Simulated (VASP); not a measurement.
Wanted: the native input for a VASP 6.6.1 run.

```
Task                   : single point
Functional             : PBE
Potentials or basis    : VASP PAW PBE potentials, release 64 (Ta_pv, Si)
Cutoff                 : 520 eV
k mesh                 : 9 × 9 × 6
Occupations            : gaussian, width 0.15 eV
Spin                   : no spin polarisation
Dipole correction      : no
Further INCAR settings : ALGO = Fast; EDIFF = 1e-06; NBANDS = 38
```

The structure of TaSi2 lies in POSCAR:

```
TaSi2
1.0
    4.8060235202      0.0000000000      0.0000000000
   -2.4030117601      4.1621384597      0.0000000000
    0.0000000000      0.0000000000      6.5995345254
Ta Si
3 6
Direct
    0.3202255989      0.0000000000     -0.1309183241
    0.5000000000      0.5000000000      0.6666666667
    0.0000000000      0.5000000000      0.3333333333
    0.1589152396      0.3178304793      0.0000000000
    0.8410847604      0.1589152396      0.6666666667
    0.6821695207      0.8410847604      0.3333333333
    0.8410847604      0.6821695207      0.0000000000
    0.1589152396      0.8410847604      0.6666666667
    0.3178304793      0.1589152396      0.3333333333
```

This cell differs from its parent crystal: atom 1 (Ta) moved by -0.864 Å along [1 0 0] and -0.864 Å along [0 0 1].

One way to write it, as run:

INCAR

```
SYSTEM = TaSi2
PREC     = Accurate       ! precision mode
ENCUT    = 520            ! plane-wave cutoff, eV
EDIFF    = 1E-6           ! SCF threshold, eV
ISMEAR   = 0              ! smearing method
SIGMA    = 0.15           ! smearing width, eV
LREAL    = .FALSE.        ! projectors in reciprocal space
LASPH    = .TRUE.         ! aspherical terms in the spheres
NELM     = 80             ! most SCF steps
ALGO     = Fast           ! electronic algorithm
ISIF     = 2              ! what is computed and relaxed
LWAVE    = .FALSE.        ! write WAVECAR
LCHARG   = .TRUE.         ! write CHGCAR
GGA      = PE             ! functional
LELF     = .TRUE.         ! ELF
LVHAR    = .TRUE.       
NBANDS   = 38             ! bands
```

KPOINTS

```
regular mesh
0
G
  9 9 6
  0 0 0
```

Potentials or basis: VASP PAW PBE potentials, release 64 (Ta_pv, Si).

Command:

```sh
$ cat potpaw_PBE.64/Ta_pv/POTCAR potpaw_PBE.64/Si/POTCAR > POTCAR
$ mpirun -np 1 vasp_std > vasp.out
```

Results of the run:

```json
{"Pressure": "45.7 GPa", "Largest force": "52.241 eV/Å", "Band gap on the k mesh": "zero (an odd number of electrons rules out a gap without spin polarisation)"}
```

Caveat: the cell differs from its parent crystal (atom 1 (Ta) moved by -0.864 Å along [1 0 0] and -0.864 Å along [0 0 1]); atoms lie so close that the PAW spheres overlap strongly, which falsifies energies and pressures; the cell stands under pressure; spin-orbit coupling is left out, which moves the levels of the heavy elements; forces of over 1 eV/Å act on the atoms, so gaps and moduli don't describe the material at rest.

Wall time 22 min on 1 thread of Oxide Virtual Turin-like Processor (shared host), peak memory 0.89 GiB.
